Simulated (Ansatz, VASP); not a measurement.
## One calculation of Cd, two programs

```
CELL_PARAMETERS angstrom
2.20775 0.00000 0.00000
0.00000 2.20775 0.00000
0.00000 0.00000 2.20775
ATOMIC_POSITIONS crystal
Cd 0.00000 0.00000 0.00000
```

Change from the starting cell: volume scaled by 0.4, crystal datasets.

Alike in both runs: task single point; functional PBE; k mesh 14 × 14 × 14; occupations fermi-dirac, width 0.08 eV; no spin polarisation.

```csv
,VASP,Ansatz
version,VASP 6.6.1,Ansatz 0.2.0
potentials or method,"VASP PAW PBE potentials, release 64 (Cd), cutoff 520 eV","all-electron PAW with datasets made for the crystal, scalar-relativistic"
```

Ansatz gave:

| Property | Result |
| --- | --- |
| pressure (GPa) | 343.9 |

Q: What did VASP give for the same quantities?

A: Pressure (GPa): 361.2.

Both programs put the cell under a high pressure, so it lies far from rest at this level. Ansatz ran all-electron here, and VASP with PAW potentials.

Noted on VASP's run: the cell as given lies far from equilibrium.
